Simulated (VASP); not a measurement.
Wanted: the native input for a VASP 6.6.1 run.

```
Task                   : single point
Functional             : r2SCAN
Potentials or basis    : VASP PAW PBE potentials, release 64 (Al, O)
Cutoff                 : 520 eV
k mesh                 : 6 × 6 × 6
Occupations            : gaussian, width 0.01 eV
Spin                   : no spin polarisation
Dipole correction      : no
Further INCAR settings : ALGO = Normal; EDIFF = 1e-06; NBANDS = 35
```

Crystal: Al2O3.

```
CELL_PARAMETERS angstrom
2.33177 1.34625 4.37368
-2.33177 1.34625 4.37368
0.00000 -2.69250 4.37368
ATOMIC_POSITIONS crystal
Al 0.85081 0.85081 0.85081
Al 0.35081 0.35081 0.35081
Al 0.14919 0.14919 0.14919
Al 0.64919 0.64919 0.64919
O 0.44236 0.05764 0.75000
O 0.05764 0.75000 0.44236
O 0.55764 0.94236 0.25000
O 0.25000 0.55764 0.94236
O 0.94236 0.25000 0.55764
O 0.75000 0.44236 0.05764
```

This cell differs from its parent crystal: epitaxial xy strain -2.0%.

The input as run:

POSCAR

```
Al2O3
1.0
    2.3317741847      1.3462504533      4.3736774176
   -2.3317741847      1.3462504533      4.3736774176
    0.0000000000     -2.6925009064      4.3736774177
Al O
4 6
Direct
    0.8508069872      0.8508069872      0.8508069872
    0.3508069872      0.3508069872      0.3508069872
    0.1491930128      0.1491930128      0.1491930128
    0.6491930128      0.6491930128      0.6491930128
    0.4423636818      0.0576363182      0.7500000000
    0.0576363182      0.7500000000      0.4423636818
    0.5576363182      0.9423636818      0.2500000000
    0.2500000000      0.5576363182      0.9423636818
    0.9423636818      0.2500000000      0.5576363182
    0.7500000000      0.4423636818      0.0576363182
```

INCAR.step1

```
SYSTEM = Al2O3
PREC = Accurate
ENCUT = 520
ISMEAR = 0
SIGMA = 0.01
LREAL = .False.
LASPH = .True.
NELM = 100
NBANDS = 35
GGA = PE
ALGO = Normal
EDIFF = 1E-4
LWAVE = .True.
LCHARG = .False.
```

INCAR.step2

```
SYSTEM = Al2O3
PREC = Accurate
ENCUT = 520
EDIFF = 1E-6
ISMEAR = 0
SIGMA = 0.01
LREAL = .False.
LASPH = .True.
NELM = 100
ALGO = Normal
ISIF = 2
LWAVE = .False.
LCHARG = .True.
METAGGA = R2SCAN
LMIXTAU = .True.
LELF = .True.
LVHAR = .True.
NBANDS = 35
ISTART = 1
```

KPOINTS

```
regular mesh
0
Gamma
  6 6 6
  0 0 0
```

Potentials or basis: VASP PAW PBE potentials, release 64 (Al, O).

The run is started by

```bash
$ cat potpaw_PBE.64/Al/POTCAR potpaw_PBE.64/O/POTCAR > POTCAR
$ cp INCAR.step1 INCAR
$ mpirun -np 1 vasp_std > vasp.out
$ cp INCAR.step2 INCAR
$ mpirun -np 1 vasp_std > vasp.out
```

It gave:

The pressure is 8.2 GPa, the largest force is 0.021 eV/Å and the band gap on the k mesh is 7.56 eV, direct.

Caveat: the cell differs from its parent crystal (epitaxial xy strain -2.0%); the PAW data sets were made with another functional, which shifts forces and pressure a little.

It took 6.3 min on 1 thread of Intel Xeon 6975P-C (shared host), peak memory 0.28 GiB.
